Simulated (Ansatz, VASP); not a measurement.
Te2Mo in VASP and in Ansatz

```
CELL_PARAMETERS angstrom
3.59700 0.00000 0.00000
-1.79850 3.11509 0.00000
0.00000 0.00000 33.26988
ATOMIC_POSITIONS crystal
Te 0.33333 0.66667 0.43971
Te 0.33333 0.66667 0.56029
Mo 0.66667 0.33333 0.50000
```

Alike in both runs: task single point; functional PBE; dispersion D3(BJ); k mesh 9 × 9 × 1; occupations gaussian, width 0.02 eV; no spin polarisation.

|  | VASP | Ansatz |
| --- | --- | --- |
| version | VASP 6.6.1 | Ansatz 0.2.0 |
| potentials or method | VASP PAW PBE potentials, release 64 (Te, Mo_sv), cutoff 520 eV | scalar-relativistic, plane waves, PAW |
| valence electrons in the cell | 26 | 46 |

|  | VASP | Ansatz | Ansatz less VASP |
| --- | --- | --- | --- |
| gap on the k mesh at the Fermi level (eV) | 0.86 | 0.86 | -0.001 |
| least direct gap on the mesh (eV) | 1.12 | 1.12 | -0.001 |
| rms of the force components (eV/Å) | 1.049 | 1.052 | +0.0026 |

VASP's potentials hold 26 valence electrons a cell and Ansatz's 46, so a difference there can come from the potentials and not from the codes. Ansatz's warnings: dispersion switch in reach.

Spin-orbit coupling is off throughout.
